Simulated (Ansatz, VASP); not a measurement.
## Ru in VASP and in Ansatz

```
Ru
1.0
     2.70580    0.00000    0.00000
    -1.35290    2.34329    0.00000
     0.00000    0.00000    4.28190
Ru
2
Direct
  0.23731 0.47463 0.25000
  0.66667 0.33333 0.75000
```

Alike in both runs: task single point; functional PBEsol; k mesh 24 × 24 × 12; occupations gaussian, width 0.15 eV; no spin polarisation.

|  | VASP | Ansatz |
| --- | --- | --- |
| version | VASP 6.6.1 | Ansatz 0.2.0 |
| potentials or method | VASP PAW PBE potentials, release 64 (Ru_pv), cutoff 520 eV | scalar-relativistic, plane waves, PAW |
| valence electrons in the cell | 28 | 32 |

VASP gave:

```
gap on the k mesh at the Fermi level (eV)                     : none
pressure (GPa)                                                : 1.5
traceless stress, the component that is largest in VASP (GPa) : -13.90
rms of the force components (eV/Å)                            : 1.529
```

Question: What did Ansatz give for the same quantities?

Answer: gap on the k mesh at the Fermi level (eV): none; pressure (GPa): 1.5; traceless stress, the component that is largest in VASP (GPa): -13.83; rms of the force components (eV/Å): 1.531.

VASP's potentials were made for PBE, not for PBEsol. Atom by atom the forces differ by 0.002 eV/Å (rms over components). A gap of «none» marks a metal or a gap that the smearing closes. The functional is the same, so the differences come from potentials, cutoffs and numerics. VASP's potentials hold 28 valence electrons a cell and Ansatz's 32, so a difference there can come from the potentials and not from the codes.
